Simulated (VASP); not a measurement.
# BP (F-43m) in VASP: settings compared

The runs below take BP through single point, with LDA, RPBE, PBEsol+D3(BJ).

All numbers are computed with VASP 6.6.1; they aren't measurements. Logs are shortened: lines on timing, memory, paths and dates and some standing lists are left out, and cuts for length are marked.

### 1 The cell of the first run

The structure is cubic, space group F-43m (No. 216). Conventional cell: a = 4.550 Å, b = 4.550 Å, c = 4.550 Å, α = 90.00°, β = 90.00°, γ = 90.00°. B (site symmetry -43m) has 4 P at 1.97 Å within 2.6 Å. P (site symmetry -43m) has 4 B at 1.97 Å within 2.6 Å.

### 2 Single point, LDA (volume scaled by 1.04)

File INCAR:

```
PREC = Accurate
ENCUT = 520
EDIFF = 1E-6
ISMEAR = 0
SIGMA = 0.05
LREAL = False
LASPH = True
NELM = 60
ALGO = Normal
ISIF = 2
LWAVE = False
LCHARG = False
GGA = CA
NBANDS = 11
```

File KPOINTS:

```
regular mesh
0
Gamma
  8 8 8
```

File POSCAR:

```
BP
1.0
    0.0000000000      2.2748279006      2.2748279006
    2.2748279006      0.0000000000      2.2748279006
    2.2748279006      2.2748279006      0.0000000000
B P
1 1
Direct
    0.0000000000      0.0000000000      0.0000000000
    0.7500000000      0.7500000000      0.7500000000
```

Potentials or basis: VASP PAW LDA potentials, release 64 (B, P).

The run is started by

```bash
> cat potpaw_LDA.64/B/POTCAR potpaw_LDA.64/P/POTCAR > POTCAR
> mpirun -np 1 vasp_std > vasp.out
```

OUTCAR:

```text
PREC = Accurate
   ENCUT = 520
   EDIFF = 1E-6
   ISMEAR = 0
   LREAL = False
   LASPH = True
   NELM = 60
   ISIF = 2
   GGA = CA

 ion  position               nearest neighbor table
   1  0.000  0.000  0.000-   2 1.97   2 1.97   2 1.97   2 1.97
   2  0.750  0.750  0.750-   1 1.97   1 1.97   1 1.97   1 1.97

  LATTYP: Found a face centered cubic cell.
 ALAT       =     4.5496558012

  Lattice vectors:

 A1 = (   0.0000000000,   2.2748279006,   2.2748279006)
 A2 = (   2.2748279006,   0.0000000000,   2.2748279006)
 A3 = (   2.2748279006,   2.2748279006,   0.0000000000)

Analysis of symmetry for initial positions (statically):
=====================================================================
 Subroutine PRICEL returns:
 Original cell was already a primitive cell.

 Routine SETGRP: Setting up the symmetry group for a
 face centered cubic supercell.

 Subroutine GETGRP returns: Found 24 space group operations
 (whereof 24 operations were pure point group operations)
 out of a pool of 48 trial point group operations.

The static configuration has the point symmetry T_d .

Analysis of symmetry for dynamics (positions and initial velocities):
=====================================================================
 Subroutine PRICEL returns:
 Original cell was already a primitive cell.

 Routine SETGRP: Setting up the symmetry group for a
 face centered cubic supercell.

 Subroutine GETGRP returns: Found 24 space group operations
 (whereof 24 operations were pure point group operations)
 out of a pool of 48 trial point group operations.

The dynamic configuration has the point symmetry T_d .

 Subroutine INISYM returns: Found 24 space group operations
 (whereof 24 operations are pure point group operations),
 and found     1 'primitive' translations

----------------------------------------------------------------------------------------

                                     Primitive cell

  volume of cell :      23.5437

  direct lattice vectors                    reciprocal lattice vectors
     0.000000000  2.274827901  2.274827901    -0.219796847  0.219796847  0.219796847
     2.274827901  0.000000000  2.274827901     0.219796847 -0.219796847  0.219796847
     2.274827901  2.274827901  0.000000000     0.219796847  0.219796847 -0.219796847

  length of vectors
     3.217092469  3.217092469  3.217092469     0.380699306  0.380699306  0.380699306

  position of ions in fractional coordinates (direct lattice)
     0.000000000  0.000000000  0.000000000
     0.750000000  0.750000000  0.750000000

  ion indices of the primitive-cell ions
   primitive index   ion index
                 1           1
                 2           2

----------------------------------------------------------------------------------------

 KPOINTS: regular mesh

Automatic generation of k-mesh.
 Grid dimensions read from file:
 generate k-points for:    8    8    8

 Generating k-lattice:

  Cartesian coordinates                     Fractional coordinates (reciprocal lattice)
    -0.027474606  0.027474606  0.027474606     0.125000000  0.000000000  0.000000000
     0.027474606 -0.027474606  0.027474606     0.000000000  0.125000000  0.000000000
     0.027474606  0.027474606 -0.027474606     0.000000000  0.000000000  0.125000000

  Length of vectors
     0.047587413  0.047587413  0.047587413

  Shift w.r.t. Gamma in fractional coordinates (k-lattice)
     0.000000000  0.000000000  0.000000000

 Subroutine IBZKPT returns following result:
 ===========================================

 Found     29 irreducible k-points:

 Following reciprocal coordinates:
            Coordinates               Weight
  0.000000  0.000000  0.000000      1.000000
  0.125000  0.000000  0.000000      8.000000
  0.250000  0.000000  0.000000      8.000000
  0.375000  0.000000  0.000000      8.000000
  0.500000  0.000000  0.000000      4.000000
  0.125000  0.125000  0.000000      6.000000
[... 16 lines left out ...]
  0.500000  0.250000  0.125000     48.000000
 -0.375000  0.250000  0.125000     24.000000
 [... further k-points ...]
   k-points           NKPTS =     29   k-points in BZ     NKDIM =     29   number of bands    NBANDS=     11
   number of dos      NEDOS =    301   number of ions     NIONS =      2
   total plane-waves  NPLWV =  13824
   dimension x,y,z NGX =    24 NGY =   24 NGZ =   24
   dimension x,y,z NGXF=    48 NGYF=   48 NGZF=   48
   ions per type =               1   1
   NGX,Y,Z   is equivalent  to a cutoff of  12.40, 12.40, 12.40 a.u.
   NGXF,Y,Z  is equivalent  to a cutoff of  24.80, 24.80, 24.80 a.u.
 SYSTEM =  unknown system
   PREC   = accura    normal or accurate (medium, high low for compatibility)
   ISTART =      0    job   : 0-new  1-cont  2-samecut
   ICHARG =      2    charge: 1-file 2-atom 10-const
   ISPIN  =      1    spin polarized calculation?
   LNONCOLLINEAR =      F non collinear calculations
   LSORBIT =      F    spin-orbit coupling
   LASPH  =      T    aspherical Exc in radial PAW
   ENCUT  =  520.0 eV  38.22 Ry    6.18 a.u.   5.98  5.98  5.98*2*pi/ulx,y,z
   NELM   =     60;   NELMIN=  2; NELMDL= -5     # of ELM steps
   EDIFF  = 0.1E-05   stopping-criterion for ELM
   LREAL  =      F    real-space projection
   EDIFFG = 0.1E-04   stopping-criterion for IOM
   NSW    =      0    number of steps for IOM
   IBRION =     -1    ionic relax: 0-MD 1-quasi-New 2-CG
   NFREE  =      0    steps in history (QN), initial steepest desc. (CG)
   ISIF   =      2    stress and relaxation
   ISYM   =      2    0-nonsym 1-usesym 2-fastsym
   POTIM  = 0.5000    time-step for ionic-motion
   TEBEG  =    0.0;   TEEND  =   0.0 temperature during run
   PSTRESS=    0.0 pullay stress
   NELECT =       8.0000    total number of electrons
   NUPDOWN=      -1.0000    fix difference up-down
   EMIN   =  10.00;   EMAX   =-10.00  energy-range for DOS
   EFERMI =   0.00;   METHOD = LEGACY
   ISMEAR =     0;   SIGMA  =   0.05  broadening in eV -4-tet -1-fermi 0-gaus
   EFERMI_NEDOS =   21; number of points for ismear=-14 and -15
   IALGO  =     38    algorithm
   IMIX   =      4    mixing-type and parameters
     AMIX     =   0.40;   BMIX     =  1.00
     AMIX_MAG =   1.60;   BMIX_MAG =  1.00
  volume/ion in A,a.u.               =      11.77        79.44
  Fermi-wavevector in a.u.,A,eV,Ry     =   1.142386  2.158797 17.756232  1.305046
  Thomas-Fermi vector in A             =   2.279084
   LORBIT       =      0    0 simple, 1 ext, 2 COOP (PROOUT), +10 PAW based schemes
   GGA     = CA    functional components
   LHFCALC =     F    Hartree Fock is set to
   AEXX    =    0.0000 exact exchange contribution
   IVDW    =     0    specifies the selected vdW correction
   LEPSILON=     F    determine dielectric tensor
   LRPA    =     F    only Hartree local field effects (RPA)
 non-spin polarized calculation
 Gauss-broadening in eV      SIGMA  =   0.05
  energy-cutoff  :      520.00
  volume of cell :       23.54
 maximum number of plane-waves:       648
   NGX = 11   NGY = 11   NGZ = 11

 number of electron       8.0000000 magnetization

 Free energy of the ion-electron system (eV)
  ---------------------------------------------------
  ext. energy  EPLUGINS =         0.00000000
  ---------------------------------------------------
  free energy    TOTEN  =       -14.37867717 eV

  energy without entropy =      -14.37867717  energy(sigma->0) =      -14.37867717

 E-fermi :   7.5886     XC(G=0): -11.0560

 val. band max:        7.3153673571   @ k =   0.0000   0.0000   0.0000
 cond. band min:       8.5401405310   @ k =   0.3750   0.3750   0.0000
 fundamental gap:      1.2247731739
 Fermi energy:         7.5885504291

 k-point     1 :       0.0000    0.0000    0.0000
  band No.  band energies     occupation
      1      -8.0075      2.00000
      2       7.3154      2.00000
      3       7.3154      2.00000
      4       7.3154      2.00000
      5      10.6817      0.00000
      6      10.6817      0.00000
      7      10.6817      0.00000
      8      14.5671      0.00000
      9      18.5177      0.00000
     10      19.4738      0.00000
     11      19.4738      0.00000

 k-point     2 :       0.1250    0.0000    0.0000
  band No.  band energies     occupation
      1      -7.7286      2.00000
      2       5.4816      2.00000
      3       6.8917      2.00000
      4       6.8917      2.00000
      5      11.1943      0.00000
      6      11.2666      0.00000
      7      11.2666      0.00000
      8      15.3425      0.00000
      9      18.5300      0.00000
     10      18.5300      0.00000
     11      19.3403      0.00000

 k-point     3 :       0.2500    0.0000    0.0000
  band No.  band energies     occupation
      1      -6.9101      2.00000
      2       2.5166      2.00000
      3       6.2098      2.00000
      4       6.2098      2.00000
      5      11.2582      0.00000
      6      12.0303      0.00000
      7      12.0303      0.00000
      8      16.7325      0.00000
      9      18.2478      0.00000
     10      18.2478      0.00000
     11      20.0771      0.00000

 k-point     4 :       0.3750    0.0000    0.0000
  band No.  band energies     occupation
      1      -5.6571      2.00000
      2      -0.1871      2.00000
      3       5.7378      2.00000
      4       5.7378      2.00000
      5      11.1140      0.00000
      6      12.0916      0.00000
      7      12.0916      0.00000
      8      17.2479      0.00000
      9      19.8724      0.00000
     10      19.8724      0.00000
     11      20.8385      0.00000
[... 239 lines left out ...]
 k-point    22 :       0.3750    0.2500    0.1250
  band No.  band energies     occupation
      1      -6.1927      2.00000
      2       2.4432      2.00000
      3       3.5501      2.00000
      4       5.3578      2.00000
      5      10.7172      0.00000
      6      13.2425      0.00000
      7      13.4449      0.00000
      8      14.7418      0.00000
      9      18.8085      0.00000
     10      21.0375      0.00000
     11      22.6415      0.00000

 k-point    23 :       0.5000    0.2500    0.1250
  band No.  band energies     occupation
      1      -4.9720      2.00000
      2       0.2923      2.00000
      3       2.9089      2.00000
      4       4.5910      2.00000
      5      11.3507      0.00000
      6      12.7221      0.00000
      7      14.5371      0.00000
      8      15.5541      0.00000
      9      19.5493      0.00000
     10      20.5836      0.00000
     11      24.1314      0.00000

 k-point    24 :      -0.3750    0.2500    0.1250
  band No.  band energies     occupation
      1      -4.0568      2.00000
      2      -1.0460      2.00000
      3       2.8333      2.00000
      4       4.2229      2.00000
      5      11.4290      0.00000
      6      12.4599      0.00000
      7      15.5199      0.00000
      8      16.9456      0.00000
      9      17.6388      0.00000
     10      21.6026      0.00000
     11      23.9209      0.00000

 [... further k-points ...]
[... 5 lines left out ...]
  --------------------------------------------------------------------------------------
  -------------------------------------------------------------------------------------
  Total       -0.9527234     -0.9527234     -0.9527234      0.0000000      0.0000000      0.0000000
  in kB      -64.8338457    -64.8338457    -64.8338457      0.0000000      0.0000000      0.0000000
  external PRESSURE =     -64.8338457 kB  Pullay stress =       0.0000000 kB

 VOLUME and BASIS-vectors are now :
 -----------------------------------------------------------------------------
  energy-cutoff  :      520.00
  volume of cell :       23.54
      direct lattice vectors                 reciprocal lattice vectors
     0.000000000  2.274827901  2.274827901    -0.219796847  0.219796847  0.219796847
     2.274827901  0.000000000  2.274827901     0.219796847 -0.219796847  0.219796847
     2.274827901  2.274827901  0.000000000     0.219796847  0.219796847 -0.219796847

 POSITION                                       TOTAL-FORCE (eV/Angst)
 -----------------------------------------------------------------------------------
      0.00000      0.00000      0.00000         0.000000      0.000000      0.000000
      3.41224      3.41224      3.41224        -0.000000     -0.000000     -0.000000
 -----------------------------------------------------------------------------------
    total drift:                               -0.000000     -0.000000     -0.000000

  FREE ENERGIE OF THE ION-ELECTRON SYSTEM (eV)
  ---------------------------------------------------
  free  energy   TOTEN  =       -14.3786771664 eV

  energy  without entropy=      -14.3786771664  energy(sigma->0) =      -14.37867717
```

It used 4.2 s of CPU time on 1 thread of Intel Xeon 6975P-C, with other jobs on the host.

What came out:

```
Free energy            : -14.3787 eV
Pressure               : -6.5 GPa
Band gap on the k mesh : 1.22 eV, indirect (least direct gap 3.37 eV)
```

 A k mesh can miss the band edges.

(Continued in part 2 of 2.)
